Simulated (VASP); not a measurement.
Here is a VASP 6.6.1 calculation.

The input POSCAR:

```
Al3GaN4
1.0
    4.4012372926      0.0000000000      0.0000000000
    0.0000000000      4.4012372926      0.0000000000
    0.0000000000      0.0000000000      4.4012372926
Al Ga N
3 1 4
Direct
    0.5000000000      0.4897756024      0.0000000000
    0.5000000000      0.0000000000      0.5000000000
    0.0000000000      0.5102243976      0.5000000000
    0.0000000000      0.0000000000      0.0000000000
    0.7411390150      0.7444581602      0.2522226946
    0.7477773054      0.2555418398      0.7411390150
    0.2588609850      0.7444581602      0.7477773054
    0.2522226946      0.2555418398      0.2588609850
```

INCAR.step1

```
  ALGO = Normal
  EDIFF = 1E-4
  ENCUT = 520
  GGA = PE
  ISMEAR = 0
  LASPH = True
  LCHARG = False
  LREAL = False
  LWAVE = True
  NBANDS = 31
  NELM = 80
  PREC = Accurate
  SIGMA = 0.05
```

INCAR.step2

```
  ALGO = Normal
  EDIFF = 1E-6
  ENCUT = 520
  ISIF = 2
  ISMEAR = 0
  ISTART = 1
  LASPH = True
  LCHARG = False
  LMIXTAU = True
  LREAL = False
  LWAVE = False
  METAGGA = R2SCAN
  NBANDS = 31
  NELM = 80
  PREC = Accurate
  SIGMA = 0.05
```

Contents of KPOINTS:

```
k-points
0
Gamma
  6 6 6
```

Potentials or basis: VASP PAW PBE potentials, release 64 (Al, Ga_d, N).

Run with:

```console
$ cat potpaw_PBE.64/Al/POTCAR potpaw_PBE.64/Ga_d/POTCAR potpaw_PBE.64/N/POTCAR > POTCAR
$ cp INCAR.step1 INCAR
$ mpirun -np 1 vasp_std > vasp.out
$ cp INCAR.step2 INCAR
$ mpirun -np 1 vasp_std > vasp.out
```

Problem. Predict the pressure.

Solution. 0.0 GPa.

Problem. What does it give for the band gap on the k mesh?

Solution. 3.99 eV.

Forces on the atoms (eV/Å):
```
Al   0.000  0.538  0.000
Al   0.000  0.000  0.000
Al   0.000 -0.538  0.000
Ga   0.000  0.000  0.000
N    0.046 -0.043  0.135
N   -0.135  0.043  0.046
N   -0.046 -0.043 -0.135
N    0.135  0.043 -0.046
```

Caveat: the cell differs from its parent crystal (atoms displaced along a vibrational mode); the PAW data sets were made with another functional, which shifts forces and pressure a little. A k mesh can miss the band edges.
